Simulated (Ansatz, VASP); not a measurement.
Two plane-wave programs on As

The input POSCAR:

```
As
1.0
    3.1169808247      0.0000000000      0.0000000000
   -1.5584904123      2.6993845773      0.0000000000
    0.0000000000      0.0000000000     10.0528783672
As
4
Direct
    0.0000000000      0.0000000000      0.0000000000
    0.0000000000      0.0000000000      0.5000000000
    0.3333333333      0.6666666667      0.7500000000
    0.6666666667      0.3333333333      0.2500000000
```

Contents of INCAR.step1:

```
PREC = Accurate ; ENCUT = 520
ISMEAR = 0 ; SIGMA = 0.1
LREAL = F ; LASPH = T
NELM = 80 ; NBANDS = 18
GGA = PE ; ALGO = Normal
EDIFF = 1E-4 ; LWAVE = T
LCHARG = F
```

INCAR.step2

```
PREC = Accurate ; ENCUT = 520
EDIFF = 1E-7 ; ISMEAR = 0
SIGMA = 0.1 ; LREAL = F
LASPH = T ; NELM = 80
ALGO = Normal ; ISIF = 2
LWAVE = F ; LCHARG = F
METAGGA = R2SCAN ; LMIXTAU = T
NBANDS = 18 ; ISTART = 1
```

File KPOINTS:

```
Automatic mesh
0
Gamma
  6 6 2
```

Input for Ansatz:

```yaml
crystal:
  lattice:
    - [3.1169808247, 0.0, 0.0]
    - [-1.5584904123, 2.6993845773, 0.0]
    - [0.0, 0.0, 10.0528783672]
  atoms:
    - { symbol: As, position: [0.0, 0.0, 0.0] }
    - { symbol: As, position: [0.0, 0.0, 0.5] }
    - { symbol: As, position: [0.3333333333, 0.6666666667, 0.75] }
    - { symbol: As, position: [0.6666666667, 0.3333333333, 0.25] }
basis:
  ecutwfc: 500
kpoints:
  mp_grid: { grid: [6, 6, 2] }
hamiltonian:
  xc: r2scan
scf:
  occupations: { method: gaussian, width: 0.1 }
  lower_state_search: "off"
output:
  forces: true
  stress: true
  eigenvalues: true
```

Alike in both runs: task single point; functional r2SCAN; k mesh 6 × 6 × 2; occupations gaussian, width 0.1 eV; no spin polarisation.

|  | VASP | Ansatz |
| --- | --- | --- |
| version | VASP 6.6.1 | Ansatz 0.2.0 |
| potentials or method | VASP PAW PBE potentials, release 64 (As), cutoff 520 eV | scalar-relativistic, plane waves, PAW |
| valence electrons in the cell | 20 | 60 |

Ansatz gave:

- gap on the k mesh at the Fermi level (eV): none
- pressure (GPa): -7.1
- traceless stress, the component that is largest in VASP (GPa): 4.13

Q: Estimate VASP's values.

A: gap on the k mesh at the Fermi level (eV): none; pressure (GPa): -7.3; traceless stress, the component that is largest in VASP (GPa): 4.11.

VASP's potentials were made for PBE, not for r2SCAN. A gap of «none» marks a metal or a gap that the smearing closes. With one functional, cell and mesh, what is left measures potentials, basis and numerics. VASP's potentials hold 20 valence electrons a cell and Ansatz's 60, so a difference there can come from the potentials and not from the codes.

The k mesh is coarse, so the values compare programs but aren't converged.
